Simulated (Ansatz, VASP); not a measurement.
**Two plane-wave programs on H2O**

```
CELL_PARAMETERS angstrom
15.00000 0.00000 0.00000
0.00000 15.50000 0.00000
0.00000 0.00000 16.00000
ATOMIC_POSITIONS crystal
O 0.50115 0.48007 0.48455
H 0.54822 0.51101 0.50609
H 0.45064 0.50891 0.50936
```

Alike in both runs: task relaxation of the atoms; functional PBE; k mesh 1 × 1 × 1; occupations gaussian, width 0.005 eV; no spin polarisation.

|  | VASP | Ansatz |
| --- | --- | --- |
| version | VASP 6.6.1 | Ansatz 0.2.0 |
| potentials or method | VASP PAW PBE potentials, release 64 (O, H), cutoff 520 eV | scalar-relativistic, plane waves, PAW |
| valence electrons in the cell | 8 | 8 |

VASP gave:

- gap on the k mesh at the Fermi level, each at its own relaxed structure (eV): 6.22

**Question.** Estimate Ansatz's values.

**Answer.** gap on the k mesh at the Fermi level, each at its own relaxed structure (eV): 6.25.
